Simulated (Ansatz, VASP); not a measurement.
## PbF2: VASP beside Ansatz

```xyz
12
Lattice="6.4269 0.0000 0.0000 0.0000 3.8910 0.0000 0.0000 0.0000 7.6357" Properties=species:S:1:pos:R:3 pbc="T T T"
Pb    4.7863    2.9182    0.8117
Pb    1.6406    0.9727    6.8241
Pb    4.8541    0.9727    4.6296
Pb    1.5728    2.9182    3.0062
F     0.9058    2.9182    0.5096
F     5.5211    0.9727    7.1261
F     2.3077    0.9727    4.3275
F     4.1192    2.9182    3.3083
F     3.3805    2.9182    6.4366
F     3.0464    0.9727    1.1991
F     6.2599    0.9727    2.6187
F     0.1670    2.9182    5.0170
```

Alike in both runs: functional PBE; k mesh 3 × 5 × 3; occupations fermi-dirac, width 0.02 eV; no spin polarisation.

Ansatz relaxed the structure, and its values are those at the end. VASP's run is a single point on that final structure, the one shown.

```csv
,VASP,Ansatz
version,VASP 6.6.1,Ansatz 0.2.0
potentials or method,"VASP PAW PBE potentials, release 64 (Pb_d, F)","plane-wave PAW, scalar-relativistic"
plane-wave cutoff (eV),520,420
valence electrons in the cell,112,112
```

```tsv
	VASP	Ansatz	Ansatz less VASP
gap on the k mesh at the Fermi level (eV)	4.29	4.29	+0.002
pressure (GPa)	2.9	3.1	+0.23
rms of the force components (eV/Å)	0.006	0.003	-0.0030
```

The functional is the same, so the differences come from potentials, cutoffs and numerics. Ansatz's warnings: stress scf threshold loose.

Neither program's run includes spin-orbit coupling.
